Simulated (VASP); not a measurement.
Input of a VASP 6.6.1 run:

The input POSCAR:

```
BaC2
1.0
   -2.2035210000      2.2035210000      3.6344930000
    2.2035210000     -2.2035210000      3.6344930000
    2.2035210000      2.2035210000     -3.6344930000
Ba C
1 2
Direct
    0.0000000000      0.0000000000      0.0000000000
    0.5870080000      0.5870080000      0.0000000000
    0.4129920000      0.4129920000      0.0000000000
```

File INCAR.step1:

```
PREC = Accurate
ENCUT = 520
ISMEAR = 0
SIGMA = 0.05
LREAL = F
LASPH = T
NELM = 60
NBANDS = 16
GGA = PE
ALGO = Normal
EDIFF = 1E-4
LWAVE = T
LCHARG = F
```

The input INCAR.step2:

```
PREC = Accurate
ENCUT = 520
EDIFF = 1E-6
ISMEAR = 0
SIGMA = 0.05
LREAL = F
LASPH = T
NELM = 60
ALGO = Normal
ISIF = 2
LWAVE = F
LCHARG = T
METAGGA = R2SCAN
LMIXTAU = T
LELF = T
LVHAR = T
NBANDS = 16
ISTART = 1
```

KPOINTS

```
Automatic mesh
0
Gamma
  10 10 10
```

Potentials or basis: VASP PAW PBE potentials, release 64 (Ba_sv, C).

The run is started by

```bash
$ cat potpaw_PBE.64/Ba_sv/POTCAR potpaw_PBE.64/C/POTCAR > POTCAR
$ cp INCAR.step1 INCAR
$ mpirun -np 1 vasp_std > vasp.out
$ cp INCAR.step2 INCAR
$ mpirun -np 1 vasp_std > vasp.out
```

What does it give for the pressure?

-0.7 GPa.

Estimate the largest force.

0.585 eV/Å.

Forces in eV/Å, atoms in the order of the input:
```
Ba   0.000  0.000  0.000
C    0.000  0.000 -0.585
C    0.000  0.000  0.585
```

Caveat: the PAW data sets were made with another functional, which shifts forces and pressure a little.
